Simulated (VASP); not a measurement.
# TaN (P6/mmm) in VASP: notebook

Runs on TaN. Level: LDA+U. Tasks: single point.

Everything below comes from runs of VASP 6.6.1. Logs are shortened: lines on timing, memory, paths and dates and some standing lists are left out, and cuts for length are marked.

### Step 1. The cell of the first run

It takes space group P6/mmm (No. 191, hexagonal). Conventional cell: a = 5.185 Å, b = 5.185 Å, c = 2.908 Å, α = 90.00°, β = 90.00°, γ = 120.00°. Within 3.4 Å of Ta (site symmetry 6/mmm) lie 6 N at 2.59 Å and 14 Ta at 2.91 to 3.33 Å. Ta (site symmetry -6m2) has 6 N at 2.09 Å within 2.8 Å. N (site symmetry mmm) has 6 Ta at 2.09 to 2.59 Å and 4 N at 2.59 Å within 2.8 Å.

### Step 2. Single point, LDA+U, collinear spin, ferromagnetic start

File INCAR:

```
SYSTEM = TaN
  PREC = Accurate
  ENCUT = 520
  EDIFF = 1E-6
  ISMEAR = 0
  SIGMA = 0.05
  LREAL = .False.
  LASPH = .True.
  NELM = 150
  ALGO = Normal
  ISIF = 2
  LWAVE = .False.
  LCHARG = .False.
  ISPIN = 2
  MAGMOM = 2 2 2 0 0 0
  LORBIT = 11
  LMAXMIX = 4
  LDAU = .True.
  LDAUTYPE = 2
  LDAUL = 2 -1
  LDAUU = 8 0
  LDAUJ = 0 0
  LDAUPRINT = 1
  NBANDS = 37
```

File KPOINTS:

```
regular mesh
0
Gamma
  4 4 7
  0 0 0
```

File POSCAR:

```
TaN
1.0
    5.1850002000      0.0000000000      0.0000000000
   -2.5925001000      4.4903418900      0.0000000000
    0.0000000000      0.0000000000      2.9080005300
Ta N
3 3
Direct
    0.0000000000      0.0000000000      0.0000000000
    0.3333333333      0.6666666667      0.5000000000
    0.6666666667      0.3333333333      0.5000000000
    0.5000000000      0.0000000000      0.0000000000
    0.5000000000      0.5000000000      0.0000000000
    0.0000000000      0.5000000000      0.0000000000
```

Potentials or basis: VASP PAW LDA potentials, release 64 (Ta_pv, N).

On the command line:

```console
> cat potpaw_LDA.64/Ta_pv/POTCAR potpaw_LDA.64/N/POTCAR > POTCAR
> mpirun -np 1 vasp_std > vasp.out
```

OUTCAR:

```text
SYSTEM = TaN
   PREC = Accurate
   ENCUT = 520
   EDIFF = 1E-6
   ISMEAR = 0
   LREAL = .False.
   LASPH = .True.
   NELM = 150
   ISIF = 2
   ISPIN = 2
   LORBIT = 11

 ion  position               nearest neighbor table
   1  0.000  0.000  0.000-   5 2.59   6 2.59   6 2.59   5 2.59   4 2.59   4 2.59   2 3.33   3 3.33
                             2 3.33   3 3.33   2 3.33   2 3.33   3 3.33   3 3.33   2 3.33   3 3.33
   2  0.333  0.667  0.500-   4 2.09   4 2.09   6 2.09   6 2.09   5 2.09   5 2.09   3 2.99   3 2.99
                             3 2.99   1 3.33   1 3.33   1 3.33   1 3.33   1 3.33   1 3.33
   3  0.667  0.333  0.500-   4 2.09   4 2.09   6 2.09   6 2.09   5 2.09   5 2.09   2 2.99   2 2.99
                             2 2.99   1 3.33   1 3.33   1 3.33   1 3.33   1 3.33   1 3.33
   4  0.500  0.000  0.000-   2 2.09   3 2.09   2 2.09   3 2.09   1 2.59   1 2.59
   5  0.500  0.500  0.000-   2 2.09   3 2.09   2 2.09   3 2.09   1 2.59   1 2.59
   6  0.000  0.500  0.000-   2 2.09   3 2.09   2 2.09   3 2.09   1 2.59   1 2.59

  LATTYP: Found a hexagonal cell.
 ALAT       =     5.1850002000
 C/A-ratio  =     0.5608486823

  Lattice vectors:

 A1 = (   5.1850002000,   0.0000000000,   0.0000000000)
 A2 = (  -2.5925001000,   4.4903418900,   0.0000000000)
 A3 = (   0.0000000000,   0.0000000000,   2.9080005300)

Analysis of symmetry for initial positions (statically):
=====================================================================
 Subroutine PRICEL returns:
 Original cell was already a primitive cell.

 Routine SETGRP: Setting up the symmetry group for a
 hexagonal supercell.

 Subroutine GETGRP returns: Found 24 space group operations
 (whereof 24 operations were pure point group operations)
 out of a pool of 24 trial point group operations.

The static configuration has the point symmetry D_6h.

Analysis of symmetry for dynamics (positions and initial velocities):
=====================================================================
 Subroutine PRICEL returns:
 Original cell was already a primitive cell.

 Routine SETGRP: Setting up the symmetry group for a
 hexagonal supercell.

 Subroutine GETGRP returns: Found 24 space group operations
 (whereof 24 operations were pure point group operations)
 out of a pool of 24 trial point group operations.

The dynamic configuration has the point symmetry D_6h.

Analysis of structural, dynamic, and magnetic symmetry:
=====================================================================
 Subroutine PRICEL returns:
 Original cell was already a primitive cell.

 Routine SETGRP: Setting up the symmetry group for a
[... 248 lines left out ...]

 number of electron      48.0000007 magnetization      -0.0000297

 Free energy of the ion-electron system (eV)
  ---------------------------------------------------
  ext. energy  EPLUGINS =         0.00000000
  ---------------------------------------------------
  free energy    TOTEN  =       -50.29055087 eV

  energy without entropy =      -50.28960055  energy(sigma->0) =      -50.29007571

 E-fermi :   9.0661     XC(G=0): -13.3185

 val. band max:        9.0319043587   @ k =   0.5000   0.0000   0.1429
 cond. band min:       9.3562127256   @ k =   0.0000   0.0000   0.4286
 fundamental gap:      0.3243083669
 Fermi energy:         9.0661329271

 spin component 1

 k-point     1 :       0.0000    0.0000    0.0000
  band No.  band energies     occupation
      1     -28.6298      1.00000
      2     -28.6298      1.00000
      3     -28.3612      1.00000
      4     -28.3612      1.00000
      5     -28.0784      1.00000
      6     -28.0784      1.00000
[... 613 lines left out ...]
     35      15.2745      0.00000
     36      16.1271      0.00000
 Fermi energy:         9.0661329271

 spin component 2

 k-point     1 :       0.0000    0.0000    0.0000
  band No.  band energies     occupation
      1     -28.6297      1.00000
      2     -28.6297      1.00000
      3     -28.3611      1.00000
      4     -28.3611      1.00000
      5     -28.0784      1.00000
      6     -28.0784      1.00000
[... 613 lines left out ...]
     35      15.2745      0.00000
     36      16.1271      0.00000
 [bands above 36 left out]

------------------------ aborting loop because EDIFF is reached ----------------------------------------

  FORCE on cell =-STRESS in cart. coord.  units (eV):
  Direction    XX          YY          ZZ          XY          YZ          ZX
  --------------------------------------------------------------------------------------
  -------------------------------------------------------------------------------------
  Total        8.3563329      8.3563329     11.4351048      0.0000000      0.0000000      0.0000000
  in kB      197.7441527    197.7441525    270.6001693      0.0000000      0.0000000      0.0000000
  external PRESSURE =     222.0294915 kB  Pullay stress =       0.0000000 kB

 VOLUME and BASIS-vectors are now :
 -----------------------------------------------------------------------------
  energy-cutoff  :      520.00
  volume of cell :       67.71
      direct lattice vectors                 reciprocal lattice vectors
     5.185000200  0.000000000  0.000000000     0.192864023  0.111350096  0.000000000
    -2.592500100  4.490341890  0.000000000     0.000000000  0.222700192  0.000000000
     0.000000000  0.000000000  2.908000530     0.000000000  0.000000000  0.343878892

 POSITION                                       TOTAL-FORCE (eV/Angst)
 -----------------------------------------------------------------------------------
      0.00000      0.00000      0.00000         0.000000      0.000000      0.000000
     -0.00000      2.99356      1.45400         0.000000      0.000000      0.000000
      2.59250      1.49678      1.45400        -0.000000      0.000000      0.000000
      2.59250      0.00000      0.00000         0.000000      0.000000      0.000000
      1.29625      2.24517      0.00000         0.000000      0.000000      0.000000
     -1.29625      2.24517      0.00000         0.000000      0.000000      0.000000
 -----------------------------------------------------------------------------------
    total drift:                               -0.000000      0.000000     -0.000000

  FREE ENERGIE OF THE ION-ELECTRON SYSTEM (eV)
  ---------------------------------------------------
  free  energy   TOTEN  =       -50.2905508724 eV

  energy  without entropy=      -50.2896005546  energy(sigma->0) =      -50.29007571

 total charge

# of ion       s       p       d       tot
------------------------------------------
    1        0.324   6.157   1.949   8.429
    2        0.352   6.346   2.152   8.850
    3        0.352   6.346   2.152   8.850
    4        1.241   2.591   0.000   3.833
    5        1.241   2.591   0.000   3.833
    6        1.241   2.591   0.000   3.833
--------------------------------------------------
tot          4.751  26.622   6.254  37.627

 magnetization (x)

# of ion       s       p       d       tot
------------------------------------------
    1        0.000  -0.000  -0.000  -0.000
    2       -0.000  -0.000  -0.000  -0.000
    3       -0.000  -0.000  -0.000  -0.000
    4       -0.000   0.000   0.000   0.000
    5       -0.000   0.000   0.000   0.000
    6       -0.000   0.000   0.000   0.000
--------------------------------------------------
tot          0.000   0.000  -0.000  -0.000
```

OSZICAR:

```text
N       E                     dE             d eps       ncg     rms          rms(c)
DAV:   1     0.461953781692E+03    0.46195E+03   -0.25494E+04  2368   0.136E+03
DAV:   2    -0.329687636265E+02   -0.49492E+03   -0.47016E+03  2660   0.410E+02
DAV:   3    -0.628131701958E+02   -0.29844E+02   -0.29296E+02  2921   0.981E+01
DAV:   4    -0.632418082157E+02   -0.42864E+00   -0.42599E+00  2882   0.117E+01
DAV:   5    -0.632465831943E+02   -0.47750E-02   -0.47712E-02  2863   0.112E+00    0.467E+01
DAV:   6    -0.510356407223E+02    0.12211E+02   -0.43916E+01  2776   0.385E+01    0.186E+01
DAV:   7    -0.505480118628E+02    0.48763E+00   -0.27169E+00  2733   0.102E+01    0.103E+01
DAV:   8    -0.503412261878E+02    0.20679E+00   -0.55892E-01  2662   0.433E+00    0.310E+00
DAV:   9    -0.502954748135E+02    0.45751E-01   -0.38949E-02  2975   0.121E+00    0.804E-01
DAV:  10    -0.502908157880E+02    0.46590E-02   -0.40913E-03  2957   0.446E-01    0.488E-01
DAV:  11    -0.502916406786E+02   -0.82489E-03   -0.20501E-03  2705   0.335E-01    0.179E-01
DAV:  12    -0.502908089482E+02    0.83173E-03   -0.36359E-04  2757   0.155E-01    0.109E-01
DAV:  13    -0.502905523639E+02    0.25658E-03   -0.49008E-05  2917   0.485E-02    0.352E-02
DAV:  14    -0.502905543964E+02   -0.20326E-05   -0.85297E-06  2808   0.226E-02    0.152E-02
DAV:  15    -0.502905509793E+02    0.34171E-05   -0.27373E-06  2329   0.121E-02    0.297E-03
DAV:  16    -0.502905508724E+02    0.10698E-06   -0.17103E-07  1349   0.279E-03
   1 F= -.50290551E+02 E0= -.50290076E+02  d E =-.950318E-03  mag=    -0.0000
```

It took 2.4 min on 1 thread of AMD EPYC, shared host; peak memory 0.18 GiB.

Results:

* Free energy: -50.2906 eV
* Pressure: 22.2 GPa
* Band gap on the k mesh: zero (filled and empty bands overlap)
* Net moment: 0.00 μB per cell
* Valence electrons inside the program's atomic spheres: Ta 8.43, 8.85; N 3.83

Stress tensor (GPa, compression positive):
```
19.77  0.00  0.00
 0.00 19.77  0.00
 0.00  0.00 27.06
```

Eigenvalues of the final occupation matrices:
```tsv
site	spin	trace	eigenvalues
site 1 d	1	0.99	0.14 0.14 0.24 0.24 0.24
site 1 d	2	0.99	0.14 0.14 0.24 0.24 0.24
site 2 d	1	1.10	0.19 0.19 0.23 0.23 0.26
site 2 d	2	1.10	0.19 0.19 0.23 0.23 0.26
site 3 d	1	1.10	0.19 0.19 0.23 0.23 0.26
site 3 d	2	1.10	0.19 0.19 0.23 0.23 0.26
```

Caveat: spin-orbit coupling is left out, which moves the levels of the heavy elements. The state reached can hang on the start; a lower one may exist.

### Step 3. Single point, LDA+U, collinear spin, ferromagnetic start

File INCAR:

```
SYSTEM = TaN
PREC = Accurate
ENCUT = 520
EDIFF = 1E-6
ISMEAR = 0
SIGMA = 0.05
LREAL = .FALSE.
LASPH = .TRUE.
NELM = 150
ALGO = Normal
ISIF = 2
LWAVE = .FALSE.
LCHARG = .FALSE.
ISPIN = 2
MAGMOM = 2.39 0.59 0.59 0.1 0.1 0.1
LORBIT = 11
NUPDOWN = 6.6
LMAXMIX = 4
LDAU = .TRUE.
LDAUTYPE = 2
LDAUL = 2 -1
LDAUU = 8 0
LDAUJ = 0 0
LDAUPRINT = 1
NBANDS = 37
```

File KPOINTS:

```
regular mesh
0
G
  4 4 7
  0 0 0
```

POSCAR is that of step 2.

Potentials or basis: VASP PAW LDA potentials, release 64 (Ta_pv, N).

On the command line:

```console
> cat potpaw_LDA.64/Ta_pv/POTCAR potpaw_LDA.64/N/POTCAR > POTCAR
> mpirun -np 1 vasp_std > vasp.out
```

Run time: 3.2 min. Hardware: 1 thread of AMD EPYC, shared host; peak memory 0.18 GiB.

The run converged. Its results:

* Free energy: -43.0339 eV
* Pressure: 49.0 GPa
* Net moment: 6.60 μB per cell
* Site moments: Ta +2.31, +0.90; N +0.17 μB
* Valence electrons inside the program's atomic spheres: Ta 8.75, 9.00; N 3.81

Stress tensor (GPa, compression positive):
```
42.54  0.00  0.00
 0.00 42.54  0.00
 0.00  0.00 61.77
```

Eigenvalues of the final occupation matrices:
```tsv
site	spin	trace	eigenvalues
site 1 d	1	2.29	0.30 0.30 0.40 0.65 0.65
site 1 d	2	0.14	0.01 0.01 0.02 0.05 0.05
site 2 d	1	1.63	0.23 0.23 0.38 0.39 0.39
site 2 d	2	0.75	0.11 0.11 0.11 0.21 0.21
site 3 d	1	1.63	0.23 0.23 0.38 0.39 0.39
site 3 d	2	0.75	0.11 0.11 0.11 0.21 0.21
```

Caveat: the moment is held away from its start; spin-orbit coupling is left out, which moves the levels of the heavy elements; the total moment is fixed, so each spin has its own Fermi level. The state reached can hang on the start; a lower one may exist.
